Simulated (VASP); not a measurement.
# TaN in VASP: notebook

TaN is run at these levels: PBE, LDA; tasks: single point.

All numbers are computed with VASP 6.6.1; they aren't measurements. Logs are shortened: lines on timing, memory, paths and dates and some standing lists are left out, and cuts for length are marked.

## 1. The cell of the first run

The typed cell holds 2 atoms: a = 2.938 Å, b = 2.938 Å, c = 2.883 Å, α = 90.00°, β = 90.00°, γ = 120.00°.

## 2. Single point, PBE

File INCAR:

```
SYSTEM = TaN
  PREC = Accurate
  ENCUT = 520
  EDIFF = 1E-6
  ISMEAR = -1
  SIGMA = 0.025
  LREAL = .FALSE.
  LASPH = .TRUE.
  NELM = 60
  ALGO = Normal
  ISIF = 2
  LWAVE = .FALSE.
  LCHARG = .FALSE.
  GGA = PE
  NBANDS = 15
```

File KPOINTS:

```
Automatic mesh
0
G
  6 6 5
  0 0 0
```

File POSCAR:

```
TaN
1.0
    2.9380000000      0.0000000000      0.0000000000
   -1.4690000000      2.5443826363      0.0000000000
    0.0000000000      0.0000000000      2.8830000000
Ta N
1 1
Direct
    0.0034900000     -0.0036230000      0.5023430000
    0.6687790000      0.3352790000      0.0022410000
```

Potentials or basis: VASP PAW PBE potentials, release 64 (Ta_pv, N).

Run with:

```sh
cat potpaw_PBE.64/Ta_pv/POTCAR potpaw_PBE.64/N/POTCAR > POTCAR
mpirun -np 1 vasp_std > vasp.out
```

OUTCAR:

```text
SYSTEM = TaN
   PREC = Accurate
   ENCUT = 520
   EDIFF = 1E-6
   ISMEAR = -1
   LREAL = .FALSE.
   LASPH = .TRUE.
   NELM = 60
   ISIF = 2
   GGA = PE

 ion  position               nearest neighbor table
   1  0.003  0.996  0.502-   2 2.22   2 2.22   2 2.22   2 2.22   2 2.24   2 2.24
   2  0.669  0.335  0.002-   1 2.22   1 2.22   1 2.22   1 2.22   1 2.24   1 2.24

  LATTYP: Found a hexagonal cell.
 ALAT       =     2.9380000000
 C/A-ratio  =     0.9812797822

  Lattice vectors:

 A1 = (   2.9380000000,   0.0000000000,   0.0000000000)
 A2 = (  -1.4690000000,   2.5443826363,   0.0000000000)
 A3 = (   0.0000000000,   0.0000000000,   2.8830000000)

Analysis of symmetry for initial positions (statically):
=====================================================================
 Subroutine PRICEL returns:
 Original cell was already a primitive cell.

 Routine SETGRP: Setting up the symmetry group for a
 hexagonal supercell.

 Subroutine GETGRP returns: Found  1 space group operations
 (whereof  1 operations were pure point group operations)
 out of a pool of 24 trial point group operations.

The static configuration has the point symmetry C_1 .

Analysis of symmetry for dynamics (positions and initial velocities):
=====================================================================
 Subroutine PRICEL returns:
 Original cell was already a primitive cell.

 Routine SETGRP: Setting up the symmetry group for a
 hexagonal supercell.

 Subroutine GETGRP returns: Found  1 space group operations
 (whereof  1 operations were pure point group operations)
 out of a pool of 24 trial point group operations.

The dynamic configuration has the point symmetry C_1 .

 Subroutine INISYM returns: Found  1 space group operations
 (whereof  1 operations are pure point group operations),
 and found     1 'primitive' translations

----------------------------------------------------------------------------------------

                                     Primitive cell

  volume of cell :      21.5516

  direct lattice vectors                    reciprocal lattice vectors
     2.938000000  0.000000000  0.000000000     0.340367597  0.196511324  0.000000000
    -1.469000000  2.544382636  0.000000000     0.000000000  0.393022648  0.000000000
     0.000000000  0.000000000  2.883000000     0.000000000  0.000000000  0.346860909

  length of vectors
     2.938000000  2.938000000  2.883000000     0.393022648  0.393022648  0.346860909

  position of ions in fractional coordinates (direct lattice)
     0.003490000  0.996377000  0.502343000
     0.668779000  0.335279000  0.002241000

  ion indices of the primitive-cell ions
   primitive index   ion index
                 1           1
                 2           2

----------------------------------------------------------------------------------------

 KPOINTS: Automatic mesh

Automatic generation of k-mesh.
 Grid dimensions read from file:
 generate k-points for:    6    6    5

 Generating k-lattice:

  Cartesian coordinates                     Fractional coordinates (reciprocal lattice)
     0.056727933  0.032751887  0.000000000     0.166666667 -0.000000000  0.000000000
     0.000000000  0.065503775  0.000000000     0.000000000  0.166666667  0.000000000
     0.000000000  0.000000000  0.069372182     0.000000000  0.000000000  0.200000000

  Length of vectors
     0.065503775  0.065503775  0.069372182

  Shift w.r.t. Gamma in fractional coordinates (k-lattice)
     0.000000000  0.000000000  0.000000000

 Subroutine IBZKPT returns following result:
 ===========================================

 Found     92 irreducible k-points:

 Following reciprocal coordinates:
            Coordinates               Weight
  0.000000  0.000000  0.000000      1.000000
  0.166667  0.000000  0.000000      2.000000
  0.000000  0.166667  0.000000      2.000000
 -0.166667  0.166667  0.000000      2.000000
  0.333333  0.000000  0.000000      2.000000
  0.000000  0.333333  0.000000      2.000000
[... 16 lines left out ...]
  0.000000  0.166667  0.200000      2.000000
 -0.166667  0.166667  0.200000      2.000000
 [... further k-points ...]
   k-points           NKPTS =     92   k-points in BZ     NKDIM =     92   number of bands    NBANDS=     15
   number of dos      NEDOS =    301   number of ions     NIONS =      2
   total plane-waves  NPLWV =  13824
   dimension x,y,z NGX =    24 NGY =   24 NGZ =   24
   dimension x,y,z NGXF=    48 NGYF=   48 NGZF=   48
   ions per type =               1   1
   NGX,Y,Z   is equivalent  to a cutoff of  13.58, 13.58, 13.84 a.u.
   NGXF,Y,Z  is equivalent  to a cutoff of  27.16, 27.16, 27.68 a.u.
 SYSTEM =  TaN
   PREC   = accura    normal or accurate (medium, high low for compatibility)
   ISTART =      0    job   : 0-new  1-cont  2-samecut
   ICHARG =      2    charge: 1-file 2-atom 10-const
   ISPIN  =      1    spin polarized calculation?
   LNONCOLLINEAR =      F non collinear calculations
   LSORBIT =      F    spin-orbit coupling
   LASPH  =      T    aspherical Exc in radial PAW
   ENCUT  =  520.0 eV  38.22 Ry    6.18 a.u.   5.46  5.46  5.36*2*pi/ulx,y,z
   NELM   =     60;   NELMIN=  2; NELMDL= -5     # of ELM steps
   EDIFF  = 0.1E-05   stopping-criterion for ELM
   LREAL  =      F    real-space projection
   EDIFFG = 0.1E-04   stopping-criterion for IOM
   NSW    =      0    number of steps for IOM
   IBRION =     -1    ionic relax: 0-MD 1-quasi-New 2-CG
   NFREE  =      0    steps in history (QN), initial steepest desc. (CG)
   ISIF   =      2    stress and relaxation
   ISYM   =      2    0-nonsym 1-usesym 2-fastsym
   POTIM  = 0.5000    time-step for ionic-motion
   TEBEG  =    0.0;   TEEND  =   0.0 temperature during run
   PSTRESS=    0.0 pullay stress
   NELECT =      16.0000    total number of electrons
   NUPDOWN=      -1.0000    fix difference up-down
   EMIN   =  10.00;   EMAX   =-10.00  energy-range for DOS
   EFERMI =   0.00;   METHOD = LEGACY
   ISMEAR =    -1;   SIGMA  =   0.03  broadening in eV -4-tet -1-fermi 0-gaus
   EFERMI_NEDOS =   21; number of points for ismear=-14 and -15
   IALGO  =     38    algorithm
   IMIX   =      4    mixing-type and parameters
     AMIX     =   0.40;   BMIX     =  1.00
     AMIX_MAG =   1.60;   BMIX_MAG =  1.00
  volume/ion in A,a.u.               =      10.78        72.72
  Fermi-wavevector in a.u.,A,eV,Ry     =   1.482365  2.801264 29.897531  2.197407
  Thomas-Fermi vector in A             =   2.596160
   LORBIT       =      0    0 simple, 1 ext, 2 COOP (PROOUT), +10 PAW based schemes
   GGA     = PE    functional components
   LHFCALC =     F    Hartree Fock is set to
   AEXX    =    0.0000 exact exchange contribution
   IVDW    =     0    specifies the selected vdW correction
   LEPSILON=     F    determine dielectric tensor
   LRPA    =     F    only Hartree local field effects (RPA)
 non-spin polarized calculation
  energy-cutoff  :      520.00
  volume of cell :       21.55
 maximum number of plane-waves:       599
 NGX is ok and might be reduce to    24
   NGX = 11   NGY = 11   NGZ = 11

 number of electron      16.0000000 magnetization

 Free energy of the ion-electron system (eV)
  ---------------------------------------------------
  ext. energy  EPLUGINS =         0.00000000
  ---------------------------------------------------
  free energy    TOTEN  =       -22.44297067 eV

  energy without entropy =      -22.44252195  energy(sigma->0) =      -22.44274631

 E-fermi :   8.3289     XC(G=0): -13.3458

 val. band max:        8.2669239432   @ k =   0.0000   0.0000   0.4000
 cond. band min:       8.3791227184   @ k =   0.3333   0.3333   0.0000
 fundamental gap:      0.1121987752
 Fermi energy:         8.3289474055

 k-point     1 :       0.0000    0.0000    0.0000
  band No.  band energies     occupation
      1     -26.5885      2.00000
      2     -26.3241      2.00000
      3     -26.3224      2.00000
      4      -9.5292      2.00000
      5       3.6631      2.00000
      6       3.7071      2.00000
      7       4.0561      2.00000
      8       5.3250      2.00000
      9      10.4528      0.00000
     10      11.7564      0.00000
     11      11.9297      0.00000
     12      12.2432      0.00000
     13      12.2831      0.00000
     14      21.3585      0.00000
     15      21.6754      0.00000

 k-point     2 :       0.1667    0.0000    0.0000
  band No.  band energies     occupation
      1     -26.5979      2.00000
      2     -26.5531      2.00000
      3     -26.3827      2.00000
      4      -8.9894      2.00000
      5       2.3627      2.00000
      6       4.0776      2.00000
      7       4.6148      2.00000
      8       4.7135      2.00000
      9      10.8152      0.00000
     10      11.9501      0.00000
     11      11.9955      0.00000
     12      12.2736      0.00000
     13      12.8808      0.00000
     14      21.3377      0.00000
     15      21.6557      0.00000

 k-point     3 :       0.0000    0.1667    0.0000
  band No.  band energies     occupation
      1     -26.5978      2.00000
      2     -26.5529      2.00000
      3     -26.3832      2.00000
      4      -8.9860      2.00000
      5       2.3613      2.00000
      6       4.0732      2.00000
      7       4.6024      2.00000
      8       4.7176      2.00000
      9      10.7762      0.00000
     10      12.0001      0.00000
     11      12.0066      0.00000
     12      12.2520      0.00000
     13      12.8984      0.00000
     14      21.3813      0.00000
     15      21.6618      0.00000
[... 343 lines left out ...]
 k-point    23 :       0.0000    0.1667    0.2000
  band No.  band energies     occupation
      1     -26.8790      2.00000
      2     -26.5577      2.00000
      3     -26.3542      2.00000
      4      -8.3727      2.00000
      5       2.0570      2.00000
      6       3.0238      2.00000
      7       4.1122      2.00000
      8       6.4691      2.00000
      9       9.7860      0.00000
     10      10.0793      0.00000
     11      12.5053      0.00000
     12      13.5204      0.00000
     13      14.0299      0.00000
     14      21.1339      0.00000
     15      21.6417      0.00000

 k-point    24 :      -0.1667    0.1667    0.2000
  band No.  band energies     occupation
      1     -26.8794      2.00000
      2     -26.5585      2.00000
      3     -26.3520      2.00000
      4      -8.3769      2.00000
      5       2.0845      2.00000
      6       3.0097      2.00000
      7       4.0860      2.00000
      8       6.5181      2.00000
      9       9.7261      0.00000
     10      10.1234      0.00000
     11      12.4361      0.00000
     12      13.5989      0.00000
     13      13.9644      0.00000
     14      21.2139      0.00000
     15      21.6457      0.00000

 [... further k-points ...]
[... 5 lines left out ...]
  --------------------------------------------------------------------------------------
  -------------------------------------------------------------------------------------
  Total        0.6125691      0.6717089      0.8848738      0.0224791     -0.0001979      0.0001655
  in kB       45.5393495     49.9358974     65.7829053      1.6711293     -0.0147136      0.0123052
  external PRESSURE =      53.7527174 kB  Pullay stress =       0.0000000 kB

 VOLUME and BASIS-vectors are now :
 -----------------------------------------------------------------------------
  energy-cutoff  :      520.00
  volume of cell :       21.55
      direct lattice vectors                 reciprocal lattice vectors
     2.938000000  0.000000000  0.000000000     0.340367597  0.196511324  0.000000000
    -1.469000000  2.544382636  0.000000000     0.000000000  0.393022648  0.000000000
     0.000000000  0.000000000  2.883000000     0.000000000  0.000000000  0.346860909

 POSITION                                       TOTAL-FORCE (eV/Angst)
 -----------------------------------------------------------------------------------
     -1.45342      2.53516      1.44825        -0.158212      0.186589     -0.004463
      1.47235      0.85308      0.00646         0.158212     -0.186589      0.004463
 -----------------------------------------------------------------------------------
    total drift:                               -0.000100      0.000006      0.000143

  FREE ENERGIE OF THE ION-ELECTRON SYSTEM (eV)
  ---------------------------------------------------
  free  energy   TOTEN  =       -22.4429706686 eV

  energy  without entropy=      -22.4425219512  energy(sigma->0) =      -22.44274631
```

Wall time 16 s (1 thread of AMD EPYC 9R45 (Zen 5), shared host); peak memory 0.13 GiB.

Results:

```yaml
Free_energy: -22.4430 eV
Pressure: 5.4 GPa
Largest_force: 0.245 eV/Å
Band_gap_on_the_k_mesh: zero (band 8 reaches 8.38 eV, above the bottom of band 9 at 8.27 eV)
```

Forces on the atoms (eV/Å):
```
Ta  -0.158  0.187 -0.004
N    0.158 -0.187  0.004
```

Caveat: the k points lie up to 0.44 Å⁻¹ apart; spin-orbit coupling is left out, which moves the levels of the heavy elements.

## 3. Single point, PBE

File INCAR:

```
SYSTEM = TaN
PREC = Accurate
ENCUT = 520
EDIFF = 1E-6
ISMEAR = -1
SIGMA = 0.01
LREAL = .False.
LASPH = .True.
NELM = 100
ALGO = Normal
ISIF = 2
LWAVE = .False.
LCHARG = .False.
GGA = PE
NBANDS = 15
```

File KPOINTS:

```
regular mesh
0
Gamma
  6 6 5
  0 0 0
```

POSCAR is that of step 2.

Potentials or basis: VASP PAW PBE potentials, release 64 (Ta_pv, N).

Run with:

```sh
cat potpaw_PBE.64/Ta_pv/POTCAR potpaw_PBE.64/N/POTCAR > POTCAR
mpirun -np 1 vasp_std > vasp.out
```

OUTCAR:

```text
SYSTEM = TaN
   PREC = Accurate
   ENCUT = 520
   EDIFF = 1E-6
   ISMEAR = -1
   LREAL = .False.
   LASPH = .True.
   NELM = 100
   ISIF = 2
   GGA = PE

 ion  position               nearest neighbor table
   1  0.003  0.996  0.502-   2 2.22   2 2.22   2 2.22   2 2.22   2 2.24   2 2.24
   2  0.669  0.335  0.002-   1 2.22   1 2.22   1 2.22   1 2.22   1 2.24   1 2.24

  LATTYP: Found a hexagonal cell.
 ALAT       =     2.9380000000
 C/A-ratio  =     0.9812797822

  Lattice vectors:
[... 609 lines left out ...]
      8       6.5183      2.00000
      9       9.7266      0.00000
     10      10.1234      0.00000
     11      12.4363      0.00000
     12      13.5991      0.00000
     13      13.9640      0.00000
     14      21.2139      0.00000
     15      21.6471      0.00000

 [... further k-points ...]
[... 5 lines left out ...]
  --------------------------------------------------------------------------------------
  -------------------------------------------------------------------------------------
  Total        0.6149822      0.6621046      0.8903970      0.0191730     -0.0002004      0.0001673
  in kB       45.7187419     49.2218919     66.1935095      1.4253487     -0.0149014      0.0124410
  external PRESSURE =      53.7113811 kB  Pullay stress =       0.0000000 kB

 VOLUME and BASIS-vectors are now :
 -----------------------------------------------------------------------------
  energy-cutoff  :      520.00
  volume of cell :       21.55
      direct lattice vectors                 reciprocal lattice vectors
     2.938000000  0.000000000  0.000000000     0.340367597  0.196511324  0.000000000
    -1.469000000  2.544382636  0.000000000     0.000000000  0.393022648  0.000000000
     0.000000000  0.000000000  2.883000000     0.000000000  0.000000000  0.346860909

 POSITION                                       TOTAL-FORCE (eV/Angst)
 -----------------------------------------------------------------------------------
     -1.45342      2.53516      1.44825        -0.157777      0.186406     -0.004509
      1.47235      0.85308      0.00646         0.157777     -0.186406      0.004509
 -----------------------------------------------------------------------------------
    total drift:                               -0.000100      0.000005      0.000143

  FREE ENERGIE OF THE ION-ELECTRON SYSTEM (eV)
  ---------------------------------------------------
  free  energy   TOTEN  =       -22.4428335786 eV

  energy  without entropy=      -22.4428213744  energy(sigma->0) =      -22.44282748
```

OSZICAR:

```text
N       E                     dE             d eps       ncg     rms          rms(c)
DAV:   1     0.952182632013E+02    0.95218E+02   -0.89100E+03  2768   0.112E+03
DAV:   2    -0.219643519524E+02   -0.11718E+03   -0.11092E+03  3292   0.306E+02
DAV:   3    -0.249663673158E+02   -0.30020E+01   -0.29896E+01  3187   0.477E+01
DAV:   4    -0.249785448852E+02   -0.12178E-01   -0.12174E-01  3495   0.331E+00
DAV:   5    -0.249786110093E+02   -0.66124E-04   -0.66117E-04  3250   0.232E-01    0.235E+01
DAV:   6    -0.225255890424E+02    0.24530E+01   -0.40359E+00  3663   0.236E+01    0.991E+00
DAV:   7    -0.224708741643E+02    0.54715E-01   -0.59706E-01  3012   0.611E+00    0.697E+00
DAV:   8    -0.224516592446E+02    0.19215E-01   -0.15601E-01  3467   0.337E+00    0.167E+00
DAV:   9    -0.224428261745E+02    0.88331E-02   -0.17807E-02  3110   0.111E+00    0.177E-01
DAV:  10    -0.224429123207E+02   -0.86146E-04   -0.12602E-03  3355   0.396E-01    0.994E-02
DAV:  11    -0.224428339573E+02    0.78363E-04   -0.10447E-04  3271   0.105E-01    0.123E-02
DAV:  12    -0.224428337333E+02    0.22394E-06   -0.13077E-05  3173   0.328E-02    0.380E-03
DAV:  13    -0.224428335786E+02    0.15472E-06   -0.99683E-08  1569   0.310E-03
   1 F= -.22442834E+02 E0= -.22442827E+02  d E =-.122042E-04
```

It took 16 s on 1 thread of AMD EPYC 9R45 (Zen 5), shared host; peak memory 0.13 GiB.

Results:

```
Free energy            : -22.4428 eV
Pressure               : 5.4 GPa
Largest force          : 0.244 eV/Å
Band gap on the k mesh : zero (band 8 reaches 8.38 eV, above the bottom of band 9 at 8.27 eV)
```

Forces on the atoms (eV/Å):
```
Ta  -0.158  0.186 -0.005
N    0.158 -0.186  0.005
```

Stress tensor (GPa, compression positive):
```
4.57 0.14 0.00
0.14 4.92 0.00
0.00 0.00 6.62
```

Levels at points of the mesh, in eV from the Fermi level:
```csv
k point,band 6,band 7,band 8,band 9,band 10,band 11
"(0.00, 0.00, 0.00)",-4.62,-4.27,-3.00,2.13,3.43,3.61
"(0.50, 0.00, 0.00)",-5.27,-3.61,-3.19,2.95,3.95,5.18
"(0.00, 0.50, 0.00)",-5.30,-3.58,-3.22,2.96,3.94,5.22
"(0.50, 0.50, 0.00)",-5.21,-3.55,-3.26,2.94,3.96,5.02
```

Caveat: the k points lie up to 0.44 Å⁻¹ apart; spin-orbit coupling is left out, which moves the levels of the heavy elements.

(Part 1 of 3 ends here.)
